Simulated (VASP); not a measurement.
Write the native input for VASP 6.6.1 that does the following.

- Task: single point
- Functional: PBE
- Potentials or basis: VASP PAW PBE potentials, release 64 (Al, Sb, Br)
- Cutoff: 520 eV
- k mesh: 6 × 6 × 2
- Occupations: gaussian, width 0.1 eV
- Spin: no spin polarisation
- Dipole correction: no
- Further INCAR settings: ALGO = Normal; EDIFF = 1e-06; NBANDS = 22

The structure of AlSb2Br2 lies in POSCAR:

```
AlSb2Br2
1.0
    4.0896911578      0.0000000000      0.0000000000
   -2.0448455789      3.5417764363      0.0000000000
    0.0000000000      0.0000000000     12.8177091632
Al Sb Br
1 2 2
Direct
    0.0000000000      0.0000000000      0.0000000000
    0.3333333333      0.6666666667      0.5641572673
    0.6666666667      0.3333333333      0.4358427327
    0.3333333333      0.6666666667      0.1126154709
    0.6666666667      0.3333333333      0.8873845291
```

These files were run (other wordings do the same):

INCAR

```
PREC     = Accurate       # precision mode
ENCUT    = 520            # plane-wave cutoff, eV
EDIFF    = 1E-6           # SCF threshold, eV
ISMEAR   = 0              # smearing method
SIGMA    = 0.1            # smearing width, eV
LREAL    = F              # projectors in reciprocal space
LASPH    = T              # aspherical terms in the spheres
NELM     = 80             # most SCF steps
ALGO     = Normal         # electronic algorithm
ISIF     = 2              # what is computed and relaxed
LWAVE    = F              # write WAVECAR
LCHARG   = F              # write CHGCAR
GGA      = PE             # functional
NBANDS   = 22             # bands
```

KPOINTS

```
regular mesh
0
Gamma
  6 6 2
```

Potentials or basis: VASP PAW PBE potentials, release 64 (Al, Sb, Br).

Run with:

```bash
$ cat potpaw_PBE.64/Al/POTCAR potpaw_PBE.64/Sb/POTCAR potpaw_PBE.64/Br/POTCAR > POTCAR
$ mpirun -np 1 vasp_std > vasp.out
```

Results of the run:

- Pressure: 0.0 GPa
- Largest force: 0.075 eV/Å

Caveat: this functional lacks dispersion, which binds the layers, so the pressure and a relaxed spacing across them are unreliable; an odd number of electrons without spin polarisation forces a metal; a magnetic or distorted state may lie lower.

Run time: 32 s on 1 thread of Intel(R) Xeon(R) 6975P-C (Granite Rapids), with other jobs on the host, peak memory 0.29 GiB.
